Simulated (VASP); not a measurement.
A run of VASP 6.6.1 is set up as follows.

File INCAR:

```
SYSTEM = Mo
AGGAC = 1.0
AGGAX = 1.0
ALDAC = 0.0
ALDAX = 1.0
ALGO = Normal
EDIFF = 1E-6
ENCUT = 520
GGA = B5
ISIF = 2
ISMEAR = -1
LASPH = .TRUE.
LCHARG = .FALSE.
LREAL = .FALSE.
LWAVE = .FALSE.
NBANDS = 13
NELM = 60
PREC = Accurate
SIGMA = 0.1
```

The input KPOINTS:

```
k-points
0
G
  19 19 19
  0 0 0
```

File POSCAR:

```
Mo
1.0
    2.6427200497      0.0000000000      0.0000000000
    0.0000000000      2.6427200497      0.0000000000
    0.0000000000      0.0000000000      2.6427200497
Mo
1
Direct
    0.0000000000      0.0000000000      0.0000000000
```

Potentials or basis: VASP PAW PBE potentials, release 64 (Mo_sv).

Command:

```console
$ cat potpaw_PBE.64/Mo_sv/POTCAR > POTCAR
$ mpirun -np 1 vasp_std > vasp.out
```

(1) Estimate the pressure.

(2) Predict the band gap on the k mesh.

Results:

(1) 0.4 GPa.

(2) zero (band 7 reaches 11.90 eV, above the bottom of band 8 at 9.69 eV).

Caveat: the PAW data sets were made with another functional, which shifts forces and pressure a little.
